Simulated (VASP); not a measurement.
A run of VASP 6.6.1:

File INCAR:

```
SYSTEM = Ga
PREC     = Accurate       ! precision mode
ENCUT    = 500            ! plane-wave cutoff, eV
EDIFF    = 1E-7           ! SCF threshold, eV
ISMEAR   = 0              ! smearing method
SIGMA    = 0.1            ! smearing width, eV
LREAL    = .FALSE.        ! projectors in reciprocal space
LASPH    = .TRUE.         ! aspherical terms in the spheres
NELM     = 120            ! most SCF steps
ALGO     = Normal         ! electronic algorithm
ISIF     = 3              ! what is computed and relaxed
LWAVE    = .FALSE.        ! write WAVECAR
LCHARG   = .FALSE.        ! write CHGCAR
GGA      = PS             ! functional
IBRION   = 2              ! ionic algorithm
NSW      = 90             ! ionic steps
EDIFFG   = -0.04          ! ionic threshold
GGA_COMPAT= .FALSE.      
NELMIN   = 4
```

File KPOINTS:

```
regular mesh
0
G
  6 6 6
  0 0 0
```

The input POSCAR:

```
Ga
1.0
    0.0000000000      2.1601210908      2.1601210908
    2.1601210908      0.0000000000      2.1601210908
    2.1601210908      2.1601210908      0.0000000000
Ga
1
Direct
    0.0000000000      0.0000000000      0.0000000000
```

Potentials or basis: VASP PAW PBE potentials, release 64 (Ga_d).

Command:

```sh
$ cat potpaw_PBE.64/Ga_d/POTCAR > POTCAR
$ mpirun -np 1 vasp_std > vasp.out
```

Hardware: 1 thread of Intel Xeon 8259CL, with other jobs on the host.

Task: How long does it take, and how much memory?

Result: It took 17 s on 1 thread of Intel Xeon 8259CL, on a shared host, peak memory 0.14 GiB. Counts: scf iterations 27, k points 16, ion steps 3.
